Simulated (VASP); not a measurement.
# C (Im-3m) in VASP: further runs

C is run at these levels: PBE; tasks: single point, relaxation of cell and atoms.

Program: VASP 6.6.1. These are calculated values, not measurements. Logs are shortened: lines on timing, memory, paths and dates and some standing lists are left out, and cuts for length are marked.

## Step 1: The cell of the first run

It takes space group Im-3m (No. 229, cubic). Conventional cell: a = 2.367 Å, b = 2.367 Å, c = 2.367 Å, α = 90.00°, β = 90.00°, γ = 90.00°. C (site symmetry m-3m) has 14 C at 2.05 to 2.37 Å within 2.7 Å.

## Step 2: Single point, PBE

Contents of INCAR:

```
SYSTEM = C
PREC     = Accurate       ! precision mode
ENCUT    = 520            ! plane-wave cutoff, eV
EDIFF    = 1E-6           ! SCF threshold, eV
ISMEAR   = -1             ! smearing method
SIGMA    = 0.08           ! smearing width, eV
LREAL    = .False.        ! projectors in reciprocal space
LASPH    = .True.         ! aspherical terms in the spheres
NELM     = 100            ! most SCF steps
ALGO     = Normal         ! electronic algorithm
ISIF     = 2              ! what is computed and relaxed
LWAVE    = .False.        ! write WAVECAR
LCHARG   = .False.        ! write CHGCAR
GGA      = PE             ! functional
NBANDS   = 8              ! bands
```

Contents of KPOINTS:

```
Automatic mesh
0
Gamma
  23 23 23
  0 0 0
```

Contents of POSCAR:

```
C
1.0
   -1.1832619077      1.1832619077      1.1832619077
    1.1832619077     -1.1832619077      1.1832619077
    1.1832619077      1.1832619077     -1.1832619077
C
1
Direct
    0.0000000000      0.0000000000      0.0000000000
```

Potentials or basis: VASP PAW PBE potentials, release 64 (C).

On the command line:

```
> cat potpaw_PBE.64/C/POTCAR > POTCAR
> mpirun -np 1 vasp_std > vasp.out
```

OUTCAR:

```text
SYSTEM = C
   PREC = Accurate
   ENCUT = 520
   EDIFF = 1E-6
   ISMEAR = -1
   LREAL = .False.
   LASPH = .True.
   NELM = 100
   ISIF = 2
   GGA = PE

 ion  position               nearest neighbor table
   1  0.000  0.000  0.000-

  LATTYP: Found a body centered cubic cell.
 ALAT       =     2.3665238154

  Lattice vectors:

 A1 = (  -1.1832619077,   1.1832619077,   1.1832619077)
 A2 = (   1.1832619077,  -1.1832619077,   1.1832619077)
 A3 = (   1.1832619077,   1.1832619077,  -1.1832619077)

Analysis of symmetry for initial positions (statically):
=====================================================================
 Subroutine PRICEL returns:
 Original cell was already a primitive cell.

 Routine SETGRP: Setting up the symmetry group for a
 body centered cubic supercell.

 Subroutine GETGRP returns: Found 48 space group operations
 (whereof 48 operations were pure point group operations)
 out of a pool of 48 trial point group operations.

The static configuration has the point symmetry O_h .

Analysis of symmetry for dynamics (positions and initial velocities):
=====================================================================
 Subroutine PRICEL returns:
 Original cell was already a primitive cell.

 Routine SETGRP: Setting up the symmetry group for a
 body centered cubic supercell.

 Subroutine GETGRP returns: Found 48 space group operations
 (whereof 48 operations were pure point group operations)
 out of a pool of 48 trial point group operations.

The dynamic configuration has the point symmetry O_h .

 Subroutine INISYM returns: Found 48 space group operations
 (whereof 48 operations are pure point group operations),
 and found     1 'primitive' translations

----------------------------------------------------------------------------------------

                                     Primitive cell

  volume of cell :       6.6268

  direct lattice vectors                    reciprocal lattice vectors
    -1.183261908  1.183261908  1.183261908     0.000000000  0.422560717  0.422560717
     1.183261908 -1.183261908  1.183261908     0.422560717  0.000000000  0.422560717
     1.183261908  1.183261908 -1.183261908     0.422560717  0.422560717  0.000000000

  length of vectors
     2.049469743  2.049469743  2.049469743     0.597591097  0.597591097  0.597591097

  position of ions in fractional coordinates (direct lattice)
     0.000000000  0.000000000  0.000000000

  ion indices of the primitive-cell ions
   primitive index   ion index
                 1           1

----------------------------------------------------------------------------------------

 KPOINTS: Automatic mesh

Automatic generation of k-mesh.
 Grid dimensions read from file:
 generate k-points for:   23   23   23

 Generating k-lattice:

  Cartesian coordinates                     Fractional coordinates (reciprocal lattice)
     0.000000000  0.018372205  0.018372205     0.043478261  0.000000000  0.000000000
     0.018372205  0.000000000  0.018372205     0.000000000  0.043478261  0.000000000
     0.018372205  0.018372205  0.000000000     0.000000000  0.000000000  0.043478261

  Length of vectors
     0.025982222  0.025982222  0.025982222

  Shift w.r.t. Gamma in fractional coordinates (k-lattice)
     0.000000000  0.000000000  0.000000000

 Subroutine IBZKPT returns following result:
 ===========================================

 Found    364 irreducible k-points:

 Following reciprocal coordinates:
            Coordinates               Weight
  0.000000  0.000000  0.000000      1.000000
  0.043478  0.000000  0.000000     12.000000
  0.086957  0.000000  0.000000     12.000000
  0.130435  0.000000  0.000000     12.000000
  0.173913  0.000000  0.000000     12.000000
  0.217391  0.000000  0.000000     12.000000
[... 16 lines left out ...]
  0.478261  0.043478  0.000000     24.000000
  0.086957  0.086957  0.000000     24.000000
 [... further k-points ...]
   k-points           NKPTS =    364   k-points in BZ     NKDIM =    364   number of bands    NBANDS=      8
   number of dos      NEDOS =    301   number of ions     NIONS =      1
   total plane-waves  NPLWV =   4096
   dimension x,y,z NGX =    16 NGY =   16 NGZ =   16
   dimension x,y,z NGXF=    32 NGYF=   32 NGZF=   32
   ions per type =               1
   NGX,Y,Z   is equivalent  to a cutoff of  12.98, 12.98, 12.98 a.u.
   NGXF,Y,Z  is equivalent  to a cutoff of  25.96, 25.96, 25.96 a.u.
 SYSTEM =  C
   PREC   = accura    normal or accurate (medium, high low for compatibility)
   ISTART =      0    job   : 0-new  1-cont  2-samecut
   ICHARG =      2    charge: 1-file 2-atom 10-const
   ISPIN  =      1    spin polarized calculation?
   LNONCOLLINEAR =      F non collinear calculations
   LSORBIT =      F    spin-orbit coupling
   LASPH  =      T    aspherical Exc in radial PAW
   ENCUT  =  520.0 eV  38.22 Ry    6.18 a.u.   3.81  3.81  3.81*2*pi/ulx,y,z
   NELM   =    100;   NELMIN=  2; NELMDL= -5     # of ELM steps
   EDIFF  = 0.1E-05   stopping-criterion for ELM
   LREAL  =      F    real-space projection
   EDIFFG = 0.1E-04   stopping-criterion for IOM
   NSW    =      0    number of steps for IOM
   IBRION =     -1    ionic relax: 0-MD 1-quasi-New 2-CG
   NFREE  =      0    steps in history (QN), initial steepest desc. (CG)
   ISIF   =      2    stress and relaxation
   ISYM   =      2    0-nonsym 1-usesym 2-fastsym
   POTIM  = 0.5000    time-step for ionic-motion
   TEBEG  =    0.0;   TEEND  =   0.0 temperature during run
   PSTRESS=    0.0 pullay stress
   NELECT =       4.0000    total number of electrons
   NUPDOWN=      -1.0000    fix difference up-down
   EMIN   =  10.00;   EMAX   =-10.00  energy-range for DOS
   EFERMI =   0.00;   METHOD = LEGACY
   ISMEAR =    -1;   SIGMA  =   0.08  broadening in eV -4-tet -1-fermi 0-gaus
   EFERMI_NEDOS =   21; number of points for ismear=-14 and -15
   IALGO  =     38    algorithm
   IMIX   =      4    mixing-type and parameters
     AMIX     =   0.40;   BMIX     =  1.00
     AMIX_MAG =   1.60;   BMIX_MAG =  1.00
  volume/ion in A,a.u.               =       6.63        44.72
  Fermi-wavevector in a.u.,A,eV,Ry     =   1.383547  2.614525 26.044307  1.914203
  Thomas-Fermi vector in A             =   2.508135
   LORBIT       =      0    0 simple, 1 ext, 2 COOP (PROOUT), +10 PAW based schemes
   GGA     = PE    functional components
   LHFCALC =     F    Hartree Fock is set to
   AEXX    =    0.0000 exact exchange contribution
   IVDW    =     0    specifies the selected vdW correction
   LEPSILON=     F    determine dielectric tensor
   LRPA    =     F    only Hartree local field effects (RPA)
 non-spin polarized calculation
  energy-cutoff  :      520.00
  volume of cell :        6.63
 maximum number of plane-waves:       188
   NGX =  7   NGY =  7   NGZ =  7

 number of electron       4.0000000 magnetization

 Free energy of the ion-electron system (eV)
  ---------------------------------------------------
  ext. energy  EPLUGINS =         0.00000000
  ---------------------------------------------------
  free energy    TOTEN  =        -4.87677128 eV

  energy without entropy =       -4.86896780  energy(sigma->0) =       -4.87286954

 E-fermi :   8.5857     XC(G=0): -13.1649

 val. band max:        8.5756257787   @ k =  -0.4783   0.4783   0.3043
 cond. band min:       8.6074233927   @ k =  -0.4348   0.4783   0.2609
 fundamental gap:      0.0317976140
 Fermi energy:         8.5856640601

 k-point     1 :       0.0000    0.0000    0.0000
  band No.  band energies     occupation
      1     -11.1078      2.00000
      2      17.7619      0.00000
      3      17.7619      0.00000
      4      17.7619      0.00000
      5      41.9768      0.00000
      6      41.9768      0.00000
      7      41.9768      0.00000
      8      44.3301      0.00000

 k-point     2 :       0.0435    0.0000    0.0000
  band No.  band energies     occupation
      1     -11.0226      2.00000
      2      17.5529      0.00000
      3      17.6410      0.00000
      4      17.7376      0.00000
      5      41.3198      0.00000
      6      41.3468      0.00000
      7      42.2791      0.00000
      8      44.3357      0.00000

 k-point     3 :       0.0870    0.0000    0.0000
  band No.  band energies     occupation
      1     -10.7674      2.00000
      2      16.9280      0.00000
      3      17.2992      0.00000
      4      17.6652      0.00000
      5      39.4385      0.00000
      6      39.9271      0.00000
      7      43.1639      0.00000
      8      44.3225      0.00000

 k-point     4 :       0.1304    0.0000    0.0000
  band No.  band energies     occupation
      1     -10.3423      2.00000
      2      15.9059      0.00000
      3      16.7910      0.00000
      4      17.5498      0.00000
      5      37.2749      0.00000
      6      38.3948      0.00000
      7      43.7981      0.00000
      8      44.2887      0.00000

 k-point     5 :       0.1739    0.0000    0.0000
  band No.  band energies     occupation
      1      -9.7483      2.00000
      2      14.5220      0.00000
      3      16.1834      0.00000
      4      17.3977      0.00000
      5      35.3886      0.00000
      6      36.9321      0.00000
      7      43.3262      0.00000
      8      44.2632      0.00000
[... 177 lines left out ...]
 k-point    22 :       0.4348    0.0435    0.0000
  band No.  band energies     occupation
      1      -1.8620      2.00000
      2       1.7958      2.00000
      3      12.9524      0.00000
      4      16.1741      0.00000
      5      30.6278      0.00000
      6      31.8276      0.00000
      7      43.7800      0.00000
      8      45.8625      0.00000

 k-point    23 :       0.4783    0.0435    0.0000
  band No.  band energies     occupation
      1      -0.2415      2.00000
      2       0.0553      2.00000
      3      12.8856      0.00000
      4      16.1449      0.00000
      5      30.5684      0.00000
      6      31.7360      0.00000
      7      43.8083      0.00000
      8      46.0593      0.00000

 k-point    24 :       0.0870    0.0870    0.0000
  band No.  band energies     occupation
      1     -10.0876      2.00000
      2      15.4403      0.00000
      3      16.5737      0.00000
      4      17.2496      0.00000
      5      36.6664      0.00000
      6      37.4960      0.00000
      7      43.0457      0.00000
      8      43.8358      0.00000

 [... further k-points ...]

------------------------ aborting loop because EDIFF is reached ----------------------------------------

  FORCE on cell =-STRESS in cart. coord.  units (eV):
  Direction    XX          YY          ZZ          XY          YZ          ZX
  --------------------------------------------------------------------------------------
  -------------------------------------------------------------------------------------
  Total        0.0876587      0.0876587      0.0876587     -0.0000000      0.0000000     -0.0000000
  in kB       21.1935087     21.1935087     21.1935087     -0.0000000      0.0000000     -0.0000000
  external PRESSURE =      21.1935087 kB  Pullay stress =       0.0000000 kB

 VOLUME and BASIS-vectors are now :
 -----------------------------------------------------------------------------
  energy-cutoff  :      520.00
  volume of cell :        6.63
      direct lattice vectors                 reciprocal lattice vectors
    -1.183261908  1.183261908  1.183261908     0.000000000  0.422560717  0.422560717
     1.183261908 -1.183261908  1.183261908     0.422560717  0.000000000  0.422560717
     1.183261908  1.183261908 -1.183261908     0.422560717  0.422560717  0.000000000

 POSITION                                       TOTAL-FORCE (eV/Angst)
 -----------------------------------------------------------------------------------
      0.00000      0.00000      0.00000         0.000000      0.000000     -0.000000
 -----------------------------------------------------------------------------------
    total drift:                                0.000000      0.000000      0.000000

  FREE ENERGIE OF THE ION-ELECTRON SYSTEM (eV)
  ---------------------------------------------------
  free  energy   TOTEN  =        -4.8767712769 eV

  energy  without entropy=       -4.8689677967  energy(sigma->0) =       -4.87286954
```

Wall time 7.7 s (1 thread of Intel Xeon 8259CL, shared host); peak memory 0.12 GiB.

What came out:

| Quantity | Value |
| --- | --- |
| Free energy | -4.8768 eV |
| Pressure | 2.1 GPa |
| Band gap on the k mesh | zero (band 2 reaches 17.76 eV, above the bottom of band 3 at 3.53 eV) |

## Step 3: Relaxation of cell and atoms, PBE, target pressure 2 GPa, at which the enthalpy is minimised

Contents of INCAR:

```
SYSTEM = C
PREC = Accurate
ENCUT = 600
EDIFF = 1E-6
ISMEAR = -1
SIGMA = 0.08
LREAL = .False.
LASPH = .True.
NELM = 100
ALGO = Normal
ISIF = 3
LWAVE = .False.
LCHARG = .False.
GGA = PE
IBRION = 2
NSW = 32
EDIFFG = -0.005
PSTRESS = 20.0
```

Contents of KPOINTS:

```
regular mesh
0
Gamma
  23 23 23
  0 0 0
```

POSCAR is that of step 2.

Potentials or basis: VASP PAW PBE potentials, release 64 (C).

On the command line:

```
> cat potpaw_PBE.64/C/POTCAR > POTCAR
> mpirun -np 1 vasp_std > vasp.out
```

It used 8.8 s of CPU time on 1 thread of Intel Xeon 8259CL, with other jobs on the host.

The run converged. Its results:

- Free energy: -4.8774 eV
- Pressure after relaxing: 1.9 GPa
- Band gap on the k mesh: zero (band 2 reaches 17.76 eV, above the bottom of band 3 at 3.53 eV)

Final structure:
```
C
1.0
    -1.18326    1.18326    1.18326
     1.18326   -1.18326    1.18326
     1.18326    1.18326   -1.18326
C
1
Direct
  0.00000 0.00000 0.00000
```

Levels at points of the mesh, in eV from the Fermi level:
```csv
k point,band 1,band 2,band 3,band 4,band 5
"(0.00, 0.00, 0.00)",-19.69,9.17,9.17,9.17,33.39
```

Caveat: the relaxation stopped at its first step, so nothing moved; the cell is relaxed towards a set pressure, so the enthalpy falls and the energy may rise.

## Step 4: Relaxation of cell and atoms, PBE, target pressure 2 GPa, at which the enthalpy is minimised

This run uses another cell than the first one, of 7.21 Å³/atom, 1.089 times its volume.

Contents of INCAR:

```
PREC = Accurate
ENCUT = 600
EDIFF = 1E-7
ISMEAR = -1
SIGMA = 0.08
LREAL = False
LASPH = True
NELM = 80
ALGO = Normal
ISIF = 3
LWAVE = False
LCHARG = False
GGA = PE
IBRION = 2
NSW = 60
EDIFFG = -0.005
PSTRESS = 20.0
```

Contents of KPOINTS:

```
regular mesh
0
Gamma
  23 23 23
```

Contents of POSCAR:

```
C
1.0
   -1.2172017887      1.2172017887      1.2172017887
    1.2172017887     -1.2172017887      1.2172017887
    1.2172017887      1.2172017887     -1.2172017887
C
1
Direct
    0.0000000000      0.0000000000      0.0000000000
```

On the command line:

```
> cat potpaw_PBE.64/C/POTCAR > POTCAR
> mpirun -np 1 vasp_std > vasp.out
```

Wall time 57 s (1 thread of Intel Xeon 8259CL, shared host); peak memory 0.12 GiB.

The run converged. Its results:

| Property | Result |
| --- | --- |
| Free energy | -4.8785 eV |
| Relaxed volume | 6.62 Å³/atom |
| Relaxed cell | a = 2.049 Å, b = 2.049 Å, c = 2.049 Å, α = 109.47°, β = 109.47°, γ = 109.47° |
| Space group after relaxing (to 0.05 Å) | Im-3m (No. 229) |
| Energy change on relaxing (the enthalpy is what falls) | -19.8 meV/atom |
| Ionic steps | 3 |
| Pressure after relaxing | 2.0 GPa |
| Band gap on the k mesh | zero (band 2 reaches 17.78 eV, above the bottom of band 3 at 3.54 eV) |

The path:
| step | energy change (eV) | largest force (eV/Å) | pressure (GPa) | volume (Å³) |
| --- | --- | --- | --- | --- |
| 1 | 0.0000 | 0.0000 | -11.63 | 7.21 |
| 2 | -0.0193 | 0.0000 | 2.84 | 6.59 |
| 3 | -0.0198 | 0.0000 | 2.02 | 6.62 |

Final structure:
```
CELL_PARAMETERS angstrom
-1.18285 1.18285 1.18285
1.18285 -1.18285 1.18285
1.18285 1.18285 -1.18285
ATOMIC_POSITIONS crystal
C 0.00000 0.00000 0.00000
```

Levels at points of the mesh, in eV from the Fermi level:
```tsv
k point	band 1	band 2	band 3	band 4	band 5	band 6
(0.00, 0.00, 0.00)	-19.71	9.18	9.18	9.18	33.41	33.41
```

Caveat: the cell is relaxed towards a set pressure, so the enthalpy falls and the energy may rise.

## Step 5: The runs side by side

```csv
task,cell,cutoff (eV),gap on the mesh (eV),pressure (GPa)
single point,"a = 2.049 Å, angles 109.5°, 1 atom",520,none,2.1
relaxation of cell and atoms,"relaxed to 2 GPa from a = 2.049 Å, angles 109.5°, 1 atom",600,none,1.9
relaxation of cell and atoms,"relaxed to 2 GPa from a = 2.108 Å, angles 109.5°, 1 atom",600,none,2.0
```

Alike in all rows: level PBE; potentials or basis VASP PAW PBE potentials, release 64 (C); no spin polarisation; k mesh 23 × 23 × 23; smearing fermi-dirac 0.08 eV.

Caveats: the cell is relaxed towards a set pressure, so the enthalpy falls and the energy may rise (some runs); the relaxation stopped at its first step, so nothing moved (some runs).

Total energies depend on the potentials used, so only differences within one code and one set of settings carry meaning.
